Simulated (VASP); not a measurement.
The system is AlIn2B2As.

```
Al In B As
1.0
     3.84302   -3.58021    0.00000
     3.84302    3.58021    0.00000
    -2.10993    0.00000    4.29214
Al In B As
1 2 2 1
Direct
  0.93065 0.93065 0.04156
  0.92127 0.37601 0.01670
  0.37601 0.92127 0.01670
  0.74576 0.74576 0.15318
  0.01094 0.01094 0.67501
  0.53529 0.53529 0.43221
```

The cell was built from a structure type or drawn by symmetry, and may not be a known phase.

- Program: VASP 6.6.1
- Task: relaxation of cell and atoms
- Functional: PBE
- Potentials or basis: VASP PAW PBE potentials, release 64 (Al, In_d, B, As)
- Cutoff: 600 eV
- k mesh: 3 × 3 × 4
- Occupations: gaussian, width 0.2 eV
- Spin: no spin polarisation

At the start: pressure 14.6 GPa; volume 19.68 Å³/atom.

Where does the relaxation end?

Over 35 steps the energy falls by 969.7 meV/atom; space group Cm (No. 8, to 0.1 Å) before and after.

The path:
```csv
step,energy change (eV),largest force (eV/Å),pressure (GPa),volume (Å³)
1,0.0000,8.2004,14.58,118.11
2,-2.6797,1.9383,-6.90,150.11
3,-2.7470,2.3893,-4.31,141.04
4,-3.9000,2.2525,-4.15,132.91
5,-4.6792,1.6775,1.69,119.39
6,-4.6925,1.4743,-0.65,122.41
7,-4.7063,1.2658,0.14,121.26
8,-4.9503,1.1138,0.45,119.38
9,-4.9708,1.4977,0.80,118.63
10,-5.0911,0.6175,-0.64,118.99
11,-5.0931,0.5196,-0.51,118.95
12,-5.1360,0.3723,-0.03,118.07
13,-5.1629,0.6738,0.89,116.69
14,-5.1943,0.4981,0.44,117.19
15,-5.2158,0.6778,-0.13,118.05
16,-5.2459,0.7101,-0.40,118.31
17,-5.3337,0.7174,-1.01,119.03
18,-5.3562,0.8503,-1.58,120.12
19,-5.3796,0.6836,-1.40,119.63
20,-5.4503,0.6392,-0.52,118.20
21,-5.4755,0.6392,0.47,116.83
22,-5.5246,0.5044,0.47,116.99
23,-5.5889,0.7038,0.65,117.41
24,-5.6330,0.5428,0.25,118.26
25,-5.6968,0.4738,-0.70,120.63
26,-5.6989,0.5360,-0.85,121.13
27,-5.7447,0.5292,-0.51,120.38
28,-5.7715,0.5096,0.19,119.28
29,-5.7961,0.2516,-0.25,119.32
30,-5.7989,0.2158,-0.44,119.34
31,-5.8083,0.1082,0.14,118.18
32,-5.8089,0.1421,0.32,117.84
33,-5.8138,0.1117,0.03,118.20
34,-5.8151,0.1640,-0.22,118.53
35,-5.8183,0.0524,-0.08,118.09
```

Final structure:
```
Al In B As
1.0
     4.40543   -3.74210    0.14719
     4.40543    3.74210    0.14719
    -2.34358    0.00000    3.50334
Al In B As
1 2 2 1
Direct
  0.95479 0.95479 0.18782
  0.89098 0.41256 0.89484
  0.41256 0.89098 0.89484
  0.76611 0.76611 0.35428
  0.98428 0.98428 0.73021
  0.51120 0.51120 0.27338
```

Caveat: the k points lie up to 0.44 Å⁻¹ apart in the final cell; the relaxation stopped at a loose force limit of 0.08 eV/Å, so its end isn't a converged minimum.
